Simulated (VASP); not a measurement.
# GeSbTe3 (Pmmm) in VASP: a series of runs, part 2 of 2

VASP 6.6.1. The steps go on from the part before.

**4. Relaxation of cell and atoms, PBE**

This run uses another cell than the first one, of 36.40 Å³/atom.

Contents of INCAR:

```
  PREC = Accurate
  ENCUT = 600
  EDIFF = 1E-7
  ISMEAR = 0
  SIGMA = 0.1
  LREAL = F
  LASPH = T
  NELM = 80
  ALGO = Normal
  ISIF = 3
  LWAVE = F
  LCHARG = F
  GGA = PE
  IBRION = 2
  NSW = 90
  EDIFFG = -0.04
```

Contents of KPOINTS:

```
regular mesh
0
Gamma
  4 4 2
```

Contents of POSCAR:

```
GeSbTe3
1.0
    4.1538039500      0.0000000000      0.0000000000
    0.0000000000      5.8058455900      0.0000000000
    0.0000000000      0.0000000000      7.5463139100
Ge Sb Te
1 1 3
Direct
    0.0000000000      0.5000000000      0.0000000000
    0.5000000000      0.0000000000      0.0000000000
    0.5000000000      0.0000000000      0.2865190000
    0.5000000000      0.0000000000      0.7134810000
    0.0000000000      0.5000000000      0.5000000000
```

Potentials or basis: VASP PAW PBE potentials, release 64 (Ge_d, Sb, Te).

Command:

```bash
cat potpaw_PBE.64/Ge_d/POTCAR potpaw_PBE.64/Sb/POTCAR potpaw_PBE.64/Te/POTCAR > POTCAR
mpirun -np 1 vasp_std > vasp.out
```

OUTCAR:

```text
PREC = Accurate
   ENCUT = 600
   EDIFF = 1E-7
   ISMEAR = 0
   LREAL = F
   LASPH = T
   NELM = 80
   ISIF = 3
   GGA = PE
   IBRION = 2
   NSW = 90
   EDIFFG = -0.04

 ion  position               nearest neighbor table
   1  0.000  0.500  0.000-
   2  0.500  0.000  0.000-   3 2.16   4 2.16
   3  0.500  0.000  0.287-   2 2.16   4 3.22
   4  0.500  0.000  0.713-   2 2.16   3 3.22
   5  0.000  0.500  0.500-

  LATTYP: Found a simple orthorhombic cell.
 ALAT       =     4.1538039500
 B/A-ratio  =     1.3977177690
 C/A-ratio  =     1.8167236588

  Lattice vectors:

 A1 = (   4.1538039500,   0.0000000000,   0.0000000000)
 A2 = (   0.0000000000,   5.8058455900,   0.0000000000)
 A3 = (   0.0000000000,   0.0000000000,   7.5463139100)

Analysis of symmetry for initial positions (statically):
=====================================================================
 Subroutine PRICEL returns:
 Original cell was already a primitive cell.

 Routine SETGRP: Setting up the symmetry group for a
 simple orthorhombic supercell.

 Subroutine GETGRP returns: Found  8 space group operations
 (whereof  8 operations were pure point group operations)
 out of a pool of  8 trial point group operations.

The static configuration has the point symmetry D_2h.

Analysis of symmetry for dynamics (positions and initial velocities):
=====================================================================
 Subroutine PRICEL returns:
 Original cell was already a primitive cell.

 Routine SETGRP: Setting up the symmetry group for a
 simple orthorhombic supercell.

 Subroutine GETGRP returns: Found  8 space group operations
 (whereof  8 operations were pure point group operations)
 out of a pool of  8 trial point group operations.

The dynamic configuration has the point symmetry D_2h.

 Subroutine INISYM returns: Found  8 space group operations
 (whereof  8 operations are pure point group operations),
 and found     1 'primitive' translations
[... 126 lines left out ...]
 non-spin polarized calculation
 Gauss-broadening in eV      SIGMA  =   0.10
  energy-cutoff  :      600.00
  volume of cell :      181.99
 maximum number of plane-waves:      6101
 NGX is ok and might be reduce to    36
   NGX = 17   NGY = 23   NGZ = 31

--------------------------------------- Ionic step        1  -------------------------------------------

 number of electron      37.0000001 magnetization

 Free energy of the ion-electron system (eV)
  ---------------------------------------------------
  ext. energy  EPLUGINS =         0.00000000
  ---------------------------------------------------
  free energy    TOTEN  =        -8.47557999 eV

  energy without entropy =       -8.44740251  energy(sigma->0) =       -8.46149125

------------------------ aborting loop because EDIFF is reached ----------------------------------------

  FORCE on cell =-STRESS in cart. coord.  units (eV):
  Direction    XX          YY          ZZ          XY          YZ          ZX
  --------------------------------------------------------------------------------------
  -------------------------------------------------------------------------------------
  Total       -4.1119804     -3.2358466     56.8758327      0.0000000      0.0000000      0.0000000
  in kB      -36.2005589    -28.4873577    500.7166202      0.0000000      0.0000000      0.0000000
  external PRESSURE =     145.3429012 kB  Pullay stress =       0.0000000 kB
[... 98 lines left out ...]
  FREE ENERGIE OF THE ION-ELECTRON SYSTEM (eV)
  ---------------------------------------------------
  free  energy   TOTEN  =       -13.0713597142 eV

  energy  without entropy=      -13.0406279143  energy(sigma->0) =      -13.05599381

 E-fermi :   4.5950     XC(G=0):  -8.7998

 val. band max:        4.5083406451   @ k =   0.0000   0.0000   0.5000
 cond. band min:       4.6076542494   @ k =   0.0000   0.5000   0.5000
 fundamental gap:      0.0993136042
 Fermi energy:         4.5950197112

 k-point     1 :       0.0000    0.0000    0.0000
  band No.  band energies     occupation
      1     -20.7420      2.00000
      2     -20.7230      2.00000
      3     -20.7063      2.00000
      4     -20.6425      2.00000
      5     -20.6424      2.00000
      6      -8.1642      2.00000
[... 439 lines left out ...]
     21       4.9478      0.00000
     22       8.4160      0.00000

[... ionic steps 4 to 16 ...]

--------------------------------------- Ionic step       17  -------------------------------------------

 number of electron      37.0000016 magnetization

------------------------ aborting loop because EDIFF is reached ----------------------------------------
[... 73 lines left out ...]
--------------------------------------- Ionic step       19  -------------------------------------------

 number of electron      37.0000009 magnetization

 Free energy of the ion-electron system (eV)
  ---------------------------------------------------
  ext. energy  EPLUGINS =         0.00000000
  ---------------------------------------------------
  free energy    TOTEN  =       -16.01031752 eV

  energy without entropy =      -15.99498962  energy(sigma->0) =      -16.00265357

 E-fermi :   6.1236     XC(G=0):  -9.3855

 val. band max:        6.0989263363   @ k =   0.0000   0.5000   0.0000
 cond. band min:       6.1716968243   @ k =   0.5000   0.0000   0.5000
 fundamental gap:      0.0727704880
 Fermi energy:         6.1235829676

 k-point     1 :       0.0000    0.0000    0.0000
  band No.  band energies     occupation
      1     -18.8976      2.00000
      2     -18.8822      2.00000
      3     -18.8740      2.00000
      4     -18.8569      2.00000
      5     -18.8531      2.00000
      6      -7.6372      2.00000
[... 471 lines left out ...]
  FREE ENERGIE OF THE ION-ELECTRON SYSTEM (eV)
  ---------------------------------------------------
  free  energy   TOTEN  =       -16.0103175220 eV

  energy  without entropy=      -15.9949896181  energy(sigma->0) =      -16.00265357

 reached required accuracy - stopping structural energy minimisation
```

CONTCAR:

```text
GeSbTe3
   1.00000000000000
     3.4728143680049235   -0.0000000000000000    0.0000000000000000
    -0.0000000000000000    5.0231574153492184    0.0000000000000000
     0.0000000000000000    0.0000000000000000    8.8672680479746777
  Ge              Sb              Te
     1     1     3
Direct
     1.0000000000000000    0.5000000000000000    0.0000000000000000
     0.5000000000000000    0.0000000000000000    0.0000000000000000
     0.5000000000000000    1.0000000000000000    0.3369924966043766
     0.5000000000000000    0.0000000000000000    0.6630075033956236
     0.0000000000000000    0.5000000000000000    0.5000000000000000

  0.00000000E+00  0.00000000E+00  0.00000000E+00
  0.00000000E+00  0.00000000E+00  0.00000000E+00
  0.00000000E+00  0.00000000E+00  0.00000000E+00
  0.00000000E+00  0.00000000E+00  0.00000000E+00
  0.00000000E+00  0.00000000E+00  0.00000000E+00
```

Run time: 21 min. Hardware: 1 thread of Intel Xeon Platinum 8375C at 2.90GHz (Ice Lake), shared host; peak memory 0.4 GiB.

What came out:

| Quantity | Value |
| --- | --- |
| Free energy | -16.0103 eV |
| Relaxed volume | 30.94 Å³/atom |
| Relaxed cell | a = 3.473 Å, b = 5.023 Å, c = 8.867 Å, α = 90.00°, β = 90.00°, γ = 90.00° |
| Space group after relaxing (to 0.1 Å) | Pmmm (No. 47) |
| Energy gained by relaxing | 1506.9 meV/atom |
| Ionic steps | 19 |
| Pressure after relaxing | -0.1 GPa |
| Largest force after relaxing | 0.005 eV/Å |

Forces in eV/Å, atoms in the order of the input:
```
Ge   0.000  0.000  0.000
Sb   0.000  0.000  0.000
Te   0.000  0.000  0.005
Te   0.000  0.000 -0.005
Te   0.000  0.000  0.000
```

Stress tensor (GPa, compression positive):
```
 0.03  0.00  0.00
 0.00 -0.06  0.00
 0.00  0.00 -0.18
```

Step by step:
```tsv
step	energy change (eV)	largest force (eV/Å)	pressure (GPa)	volume (Å³)
1	0.0000	12.5511	14.53	181.99
2	-4.5780	1.7294	-6.25	262.23
3	-4.5958	1.6552	-6.31	259.02
4	-4.6201	1.5651	-6.39	255.81
5	-5.5478	0.1698	-6.63	220.29
6	-5.8085	1.0254	-3.59	201.50
7	-5.8739	0.2688	-5.58	209.60
8	-5.8966	0.4522	-5.04	206.84
9	-7.0250	0.3104	-3.77	177.77
10	-7.4877	0.0704	-0.06	155.87
11	-7.4897	0.1239	0.51	153.86
12	-7.4899	0.0968	0.23	154.84
13	-7.5135	0.1165	-0.11	155.23
14	-7.5164	0.1809	-0.21	155.36
15	-7.5152	0.2510	-0.38	155.59
16	-7.5170	0.2227	-0.28	155.45
17	-7.5310	0.0963	0.01	154.34
18	-7.5327	0.0055	0.19	153.71
19	-7.5347	0.0051	-0.07	154.68
```

Final structure:
```
Ge Sb Te
1.0
     3.47281    0.00000    0.00000
     0.00000    5.02316    0.00000
     0.00000    0.00000    8.86727
Ge Sb Te
1 1 3
Direct
  0.00000 0.50000 0.00000
  0.50000 0.00000 0.00000
  0.50000 0.00000 0.33699
  0.50000 0.00000 0.66301
  0.00000 0.50000 0.50000
```

Caveat: the k points lie up to 0.45 Å⁻¹ apart in the final cell; the volume moved by over 15 % at a fixed basis, so the end points are rough; the highest band is partly filled, so the run has too few bands; spin-orbit coupling is left out, which moves the levels of the heavy elements.

**5. The runs side by side**

```tsv
task	cell	cutoff (eV)	gap on the mesh (eV)	pressure (GPa)	largest force (eV/Å)
single point	a = 3.490, b = 5.025, c = 8.809 Å, 5 atoms, atomic positions A	520	none	0.0	-
single point	a = 4.154, b = 5.806, c = 7.546 Å, 5 atoms, atomic positions B	520	none	14.5	12.55
relaxation of cell and atoms	relaxed from a = 4.154, b = 5.806, c = 7.546 Å, 5 atoms, atomic positions B	600	-	-0.1	0.01
```

Alike in all rows: level PBE; potentials or basis VASP PAW PBE potentials, release 64 (Ge_d, Sb, Te); no spin polarisation; k mesh 4 × 4 × 2; smearing gaussian 0.1 eV.

Caveats: all runs use coarse meshes; spin-orbit coupling is left out, which moves the levels of the heavy elements; forces of over 1 eV/Å act on the atoms, so gaps and moduli don't describe the material at rest (at least some runs); the volume moved by over 15 % at a fixed basis, so the end points are rough (at least some runs); the highest band is partly filled, so the run has too few bands (at least some runs).

Total energies depend on the potentials used, so only differences within one code and one set of settings carry meaning.

The gap in the log of VASP goes by the Fermi energy; the results here count the filled bands.